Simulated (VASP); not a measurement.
Write the native input for VASP 6.6.1 that does the following.

```
Task                   : single point
Functional             : PBE
Potentials or basis    : VASP PAW PBE potentials, release 64 (Ir)
Cutoff                 : 520 eV
k mesh                 : 1 × 1 × 13
Occupations            : gaussian, width 0.05 eV
Spin                   : collinear spin, ferromagnetic start
Starting moments       : [1.5, 1.5] μB
Dipole correction      : no
Further INCAR settings : ALGO = Normal; EDIFF = 1e-06; NBANDS = 20
```

The structure of Ir lies in POSCAR:

```
Ir
1.0
    9.0000000000      0.0000000000      0.0000000000
    0.0000000000      9.3000000000      0.0000000000
    0.0000000000      0.0000000000      4.9265471241
Ir
2
Direct
    0.5000000000      0.5000000000      0.0000000000
    0.5000000000      0.5000000000      0.4650000000
```

One way to write it, as run:

INCAR

```
PREC = Accurate
ENCUT = 520
EDIFF = 1E-6
ISMEAR = 0
SIGMA = 0.05
LREAL = F
LASPH = T
NELM = 150
ALGO = Normal
ISIF = 2
LWAVE = F
LCHARG = T
ISPIN = 2
MAGMOM = 1.5 1.5
LORBIT = 11
LMAXMIX = 4
GGA = PE
LELF = T
LVHAR = T
NBANDS = 20
```

KPOINTS

```
Automatic mesh
0
Gamma
  1 1 13
```

Potentials or basis: VASP PAW PBE potentials, release 64 (Ir).

Run with:

```console
$ cat potpaw_PBE.64/Ir/POTCAR > POTCAR
$ mpirun -np 1 vasp_std > vasp.out
```

Results of the run:

```
Largest force                                         : 1.339 eV/Å
Net moment                                            : 3.07 μB per cell
Site moments                                          : Ir +1.35 μB
Valence electrons inside the program's atomic spheres : Ir 7.83
```

It took 2.8 min on 1 thread of Intel(R) Xeon(R) 6975P-C (Granite Rapids) (shared host), peak memory 0.59 GiB.
